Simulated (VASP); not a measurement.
# FeO (Wuestite) (Fm-3m) in VASP: settings compared, part 2 of 2

VASP 6.6.1. Earlier steps stand in the parts before.

## 3. Single point, PBEsol, collinear spin, ferromagnetic start

This run uses another cell than the first one, of 9.57 Å³/atom, 1.046 times its volume.

File INCAR:

```
SYSTEM = FeO
PREC = Accurate
ENCUT = 520
EDIFF = 1E-6
ISMEAR = -1
SIGMA = 0.05
LREAL = .FALSE.
LASPH = .TRUE.
NELM = 150
ALGO = Normal
ISIF = 2
LWAVE = .FALSE.
LCHARG = .FALSE.
ISPIN = 2
MAGMOM = 3 0
LORBIT = 11
LMAXMIX = 4
GGA = PS
NBANDS = 18
```

File KPOINTS:

```
regular mesh
0
G
  11 11 11
  0 0 0
```

File POSCAR:

```
FeO
1.0
    0.0000000000      2.1230287729      2.1230287729
    2.1230287729      0.0000000000      2.1230287729
    2.1230287729      2.1230287729      0.0000000000
Fe O
1 1
Direct
    0.0000000000      0.0000000000      0.0000000000
    0.5000000000      0.5000000000      0.5000000000
```

Potentials or basis: VASP PAW PBE potentials, release 64 (Fe, O).

On the command line:

```bash
$ cat potpaw_PBE.64/Fe/POTCAR potpaw_PBE.64/O/POTCAR > POTCAR
$ mpirun -np 1 vasp_std > vasp.out
```

Wall time 24 s (1 thread of Intel Xeon 6975P-C, shared host); peak memory 0.17 GiB.

The run converged. Its results:

| Quantity | Value |
| --- | --- |
| Free energy | -15.8657 eV |
| Pressure | 0.4 GPa |
| Band gap on the k mesh | zero (filled and empty bands overlap) |
| Net moment | 4.00 μB per cell |
| Site moments | Fe +3.60; O +0.31 μB |
| Valence electrons inside the program's atomic spheres | Fe 6.82; O 4.99 |

Levels at points of the mesh, in eV from the Fermi level:
Spin up:
```tsv
k point	band 5	band 6	band 7	band 8	band 9	band 10	band 11	band 12	band 13	band 14
(0.00, 0.00, 0.00)	-3.92	-3.92	-3.92	-3.67	-3.67	0.26	15.39	17.25	17.25	17.25
```
Spin down:
```
           k point  band 2  band 3  band 4  band 5  band 6  band 7  band 8  band 9
(0.00, 0.00, 0.00)   -3.38   -3.38   -3.38   -0.81   -0.80   -0.80    0.10    0.10
```

Caveat: the PAW data sets were made with another functional, which shifts forces and pressure a little; a cell with one magnetic atom can't hold antiferromagnetic order, which such compounds often take; semilocal functionals often make such compounds metallic where correlation or magnetic order opens a gap, which also shifts bond lengths.

## 4. Single point, revPBE, collinear spin, ferromagnetic start

This run uses another cell than the first one, of 10.01 Å³/atom, 1.094 times its volume.

File INCAR:

```
SYSTEM = FeO
ALGO = Normal
EDIFF = 1E-6
ENCUT = 520
GGA = RE
ISIF = 2
ISMEAR = -1
ISPIN = 2
LASPH = .True.
LCHARG = .True.
LELF = .True.
LMAXMIX = 4
LORBIT = 11
LREAL = .False.
LVHAR = .True.
LWAVE = .False.
MAGMOM = 3 0
NBANDS = 18
NELM = 150
PREC = Accurate
SIGMA = 0.05
```

File KPOINTS:

```
k-points
0
Gamma
  11 11 11
  0 0 0
```

File POSCAR:

```
FeO
1.0
    0.0000000000      2.1554000000      2.1554000000
    2.1554000000      0.0000000000      2.1554000000
    2.1554000000      2.1554000000      0.0000000000
Fe O
1 1
Direct
    0.0000000000      0.0000000000      0.0000000000
    0.5000000000      0.5000000000      0.5000000000
```

On the command line:

```bash
$ cat potpaw_PBE.64/Fe/POTCAR potpaw_PBE.64/O/POTCAR > POTCAR
$ mpirun -np 1 vasp_std > vasp.out
```

Wall time 26 s (1 thread of Intel Xeon 6975P-C, shared host); peak memory 0.17 GiB.

The run converged. Its results:

| Quantity | Value |
| --- | --- |
| Free energy | -14.2455 eV |
| Pressure | 3.9 GPa |
| Band gap on the k mesh | zero (filled and empty bands overlap) |
| Net moment | 4.00 μB per cell |
| Site moments | Fe +3.62; O +0.30 μB |
| Valence electrons inside the program's atomic spheres | Fe 6.72; O 5.00 |

Levels at points of the mesh, in eV from the Fermi level:
Spin up:
```
           k point  band 7  band 8  band 9  band 10  band 11  band 12
(0.00, 0.00, 0.00)   -3.82   -3.74   -3.74     0.09    15.49    17.04
```
Spin down:
| k point | band 3 | band 4 | band 5 | band 6 | band 7 | band 8 |
| --- | --- | --- | --- | --- | --- | --- |
| (0.00, 0.00, 0.00) | -3.26 | -3.26 | -0.73 | -0.73 | -0.73 | 0.23 |

Caveat: the PAW data sets were made with another functional, which shifts forces and pressure a little; a cell with one magnetic atom can't hold antiferromagnetic order, which such compounds often take; semilocal functionals often make such compounds metallic where correlation or magnetic order opens a gap, which also shifts bond lengths. With open d or f shells a metallic result of revPBE can be an artefact of self-interaction; +U or a hybrid may open a gap.

## 5. Single point, RPBE, collinear spin, ferromagnetic start

This run uses another cell than the first one, of 10.32 Å³/atom, 1.128 times its volume.

File INCAR:

```
SYSTEM = FeO
PREC = Accurate ; ENCUT = 520
EDIFF = 1E-6 ; ISMEAR = -1
SIGMA = 0.05 ; LREAL = .FALSE.
LASPH = .TRUE. ; NELM = 150
ALGO = Normal ; ISIF = 2
LWAVE = .FALSE. ; LCHARG = .TRUE.
ISPIN = 2 ; MAGMOM = 3 0
LORBIT = 11 ; LMAXMIX = 4
GGA = RP ; LELF = .TRUE.
LVHAR = .TRUE. ; NBANDS = 18
```

File KPOINTS:

```
Automatic mesh
0
G
  11 11 11
  0 0 0
```

File POSCAR:

```
FeO
1.0
    0.0000000000      2.1769369896      2.1769369896
    2.1769369896      0.0000000000      2.1769369896
    2.1769369896      2.1769369896      0.0000000000
Fe O
1 1
Direct
    0.0000000000      0.0000000000      0.0000000000
    0.5000000000      0.5000000000      0.5000000000
```

On the command line:

```bash
$ cat potpaw_PBE.64/Fe/POTCAR potpaw_PBE.64/O/POTCAR > POTCAR
$ mpirun -np 1 vasp_std > vasp.out
```

Run time: 31 s. Hardware: 1 thread of Intel Xeon 6975P-C, shared host; peak memory 0.17 GiB.

The run converged. Its results:

- Free energy: -14.1360 eV
- Pressure: 0.0 GPa
- Band gap on the k mesh: zero (filled and empty bands overlap)
- Net moment: 4.00 μB per cell
- Site moments: Fe +3.63; O +0.29 μB
- Valence electrons inside the program's atomic spheres: Fe 6.67; O 4.99

Levels at points of the mesh, in eV from the Fermi level:
Spin up:
```csv
k point,band 5,band 6,band 7,band 8,band 9,band 10,band 11,band 12,band 13,band 14
"(0.00, 0.00, 0.00)",-3.75,-3.75,-3.72,-3.72,-3.72,-0.06,15.40,16.80,16.80,16.80
```
Spin down:
```
           k point  band 2  band 3  band 4  band 5  band 6  band 7  band 8  band 9
(0.00, 0.00, 0.00)   -3.18   -3.18   -3.18   -0.69   -0.69   -0.69    0.25    0.25
```

Caveat: the PAW data sets were made with another functional, which shifts forces and pressure a little; a cell with one magnetic atom can't hold antiferromagnetic order, which such compounds often take; semilocal functionals often make such compounds metallic where correlation or magnetic order opens a gap, which also shifts bond lengths.

## 6. Relaxation of cell and atoms, LDA, collinear spin, ferromagnetic start

This run uses another cell than the first one, of 10.01 Å³/atom, 1.094 times its volume.

File INCAR:

```
PREC = Accurate
ENCUT = 600
EDIFF = 1E-6
ISMEAR = -1
SIGMA = 0.05
LREAL = F
LASPH = T
NELM = 150
ALGO = Normal
ISIF = 3
LWAVE = F
LCHARG = F
ISPIN = 2
MAGMOM = 3 0
LORBIT = 11
LMAXMIX = 4
GGA = CA
IBRION = 2
NSW = 60
EDIFFG = -0.01
```

File KPOINTS:

```
regular mesh
0
Gamma
  11 11 11
```

File POSCAR:

```
FeO
1.0
    0.0000000000      2.1554000000      2.1554000000
    2.1554000000      0.0000000000      2.1554000000
    2.1554000000      2.1554000000      0.0000000000
Fe O
1 1
Direct
    0.0000000000      0.0000000000      0.0000000000
    0.5000000000      0.5000000000      0.5000000000
```

Potentials or basis: VASP PAW LDA potentials, release 64 (Fe, O).

On the command line:

```bash
$ cat potpaw_LDA.64/Fe/POTCAR potpaw_LDA.64/O/POTCAR > POTCAR
$ mpirun -np 1 vasp_std > vasp.out
```

Wall time 65 s (1 thread of Intel Xeon 6975P-C, shared host); peak memory 0.16 GiB.

Results (log left out):

* Free energy: -16.5034 eV
* Relaxed volume: 9.09 Å³/atom
* Relaxed cell: a = 2.952 Å, b = 2.952 Å, c = 2.952 Å, α = 60.00°, β = 60.00°, γ = 60.00°
* Space group after relaxing (to 0.05 Å): Fm-3m (No. 225)
* Energy gained by relaxing: 46.9 meV/atom
* Ionic steps: 4
* Pressure after relaxing: 0.0 GPa
* Net moment: 3.75 μB per cell
* Site moments: Fe +3.38; O +0.28 μB
* Valence electrons inside the program's atomic spheres: Fe 6.96; O 5.00

Step by step:
| step | energy change (eV) | largest force (eV/Å) | pressure (GPa) | volume (Å³) |
| --- | --- | --- | --- | --- |
| 1 | 0.0000 | 0.0000 | -15.61 | 20.03 |
| 2 | -0.0744 | 0.0000 | 7.33 | 17.33 |
| 3 | -0.0937 | 0.0000 | 0.40 | 18.15 |
| 4 | -0.0937 | 0.0000 | -0.02 | 18.19 |

Final structure:
```yaml
crystal:
  lattice:
    - [0.00000, 2.08731, 2.08731]
    - [2.08731, 0.00000, 2.08731]
    - [2.08731, 2.08731, 0.00000]
  atoms:
    - { symbol: Fe, position: [0.00000, 0.00000, 0.00000] }
    - { symbol: O, position: [0.50000, 0.50000, 0.50000] }
```

Levels at points of the mesh, in eV from the Fermi level:
Spin up:
| k point | band 5 | band 6 | band 7 | band 8 | band 9 | band 10 | band 11 | band 12 | band 13 |
| --- | --- | --- | --- | --- | --- | --- | --- | --- | --- |
| (0.00, 0.00, 0.00) | -3.65 | -3.65 | -3.65 | -3.30 | -3.30 | 0.83 | 15.73 | 17.86 | 17.86 |
Spin down:
```
           k point  band 2  band 3  band 4  band 5  band 6  band 7  band 8  band 9
(0.00, 0.00, 0.00)   -3.59   -3.59   -3.59   -0.96   -0.96   -0.96   -0.16   -0.16
```

Caveat: a cell with one magnetic atom can't hold antiferromagnetic order, which such compounds often take; semilocal functionals often make such compounds metallic where correlation or magnetic order opens a gap, which also shifts bond lengths.

## 7. The runs side by side

```csv
task,level,potentials or basis,cell,cutoff (eV),gap on the mesh (eV),pressure (GPa),moment (μB)
single point,LDA,"VASP PAW LDA potentials, release 64 (Fe, O)","a = 2.958 Å, angles 60.0°, 2 atoms",520,none,-0.8,3.77
single point,PBEsol,"VASP PAW PBE potentials, release 64 (Fe, O)","a = 3.002 Å, angles 60.0°, 2 atoms",520,none,0.4,4.00
single point,revPBE,"VASP PAW PBE potentials, release 64 (Fe, O)","a = 3.048 Å, angles 60.0°, 2 atoms",520,none,3.9,4.00
single point,RPBE,"VASP PAW PBE potentials, release 64 (Fe, O)","a = 3.079 Å, angles 60.0°, 2 atoms",520,none,0.0,4.00
relaxation of cell and atoms,LDA,"VASP PAW LDA potentials, release 64 (Fe, O)","relaxed from a = 3.048 Å, angles 60.0°, 2 atoms",600,none,0.0,3.75
```

Alike in all rows: spin collinear, ferromagnetic start; k mesh 11 × 11 × 11; smearing fermi-dirac 0.05 eV.

Caveats: a cell with one magnetic atom can't hold antiferromagnetic order, which such compounds often take; semilocal functionals often make such compounds metallic where correlation or magnetic order opens a gap, which also shifts bond lengths; the PAW data sets were made with another functional, which shifts forces and pressure a little (some runs).

Absolute energies hang on the potentials; compare differences alone.

## 8. Comparison with measurements

Step 2. Measured gap of FeO: 2.4 eV (optical; quoted in “W\"ustite: Electric, thermodynamic and optical properties of FeO”, 2012, arxiv:1203.1201). This calculation gives 0.00 eV (-2.40 eV). So large a miss can be the level of theory's own, or it may mean another phase, state or a wrong row. The value is that of LDA on a finite k mesh, which can miss the band edges, without temperature or zero-point motion. Semilocal functionals fall short of measured gaps as a rule. The run's magnetic order (collinear spin, ferromagnetic start) needn't be the measured crystal's.

Step 3. Against the measured gap of FeO, 2.4 eV (optical; quoted in “W\"ustite: Electric, thermodynamic and optical properties of FeO”, 2012, arxiv:1203.1201), the calculated 0.00 eV is off by -2.40 eV. So large a miss can be the level of theory's own, or it may mean another phase, state or a wrong row. The value is that of PBEsol on a finite k mesh, which can miss the band edges, without temperature or zero-point motion. Semilocal functionals fall short of measured gaps as a rule. The run's magnetic order (collinear spin, ferromagnetic start) needn't be the measured crystal's.

Step 5. Against the measured gap of FeO, 2.4 eV (optical; quoted in “W\"ustite: Electric, thermodynamic and optical properties of FeO”, 2012, arxiv:1203.1201), the calculated 0.00 eV is off by -2.40 eV. So large a miss can be the level of theory's own, or it may mean another phase, state or a wrong row. The value is that of RPBE on a finite k mesh, which can miss the band edges, without temperature or zero-point motion. Semilocal functionals fall short of measured gaps as a rule. The run's magnetic order (collinear spin, ferromagnetic start) needn't be the measured crystal's.
